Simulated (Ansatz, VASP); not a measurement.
# One calculation of Fe, two programs

```
CELL_PARAMETERS angstrom
-1.24203 1.24203 3.67344
1.24203 -1.24203 3.67344
1.24203 1.24203 -3.67344
ATOMIC_POSITIONS crystal
Fe 0.85156 0.85156 0.00000
Fe 0.14844 0.14844 0.00000
```

Alike in both runs: functional PBE; k mesh 30 × 30 × 30; occupations gaussian, width 0.1 eV; no spin polarisation.

Ansatz relaxed the structure, and its values are those at the end. VASP's run is a single point on that final structure, the one shown.

|  | VASP | Ansatz |
| --- | --- | --- |
| version | VASP 6.6.1 | Ansatz 0.2.0 |
| potentials or method | VASP PAW PBE potentials, release 64 (Fe), cutoff 520 eV | scalar-relativistic, plane waves, PAW |
| valence electrons in the cell | 16 | 32 |

Ansatz gave:

| Item | Value |
| --- | --- |
| gap on the k mesh at the Fermi level (eV) | none |
| pressure (GPa) | 0.0 |
| rms of the force components (eV/Å) | 0.000 |

Task: Estimate VASP's values.

Result: gap on the k mesh at the Fermi level (eV): none; pressure (GPa): -0.9; rms of the force components (eV/Å): 0.016.

A gap of «none» marks a metal or a gap that the smearing closes. VASP's potentials hold 16 valence electrons a cell and Ansatz's 32, so a difference there can come from the potentials and not from the codes.
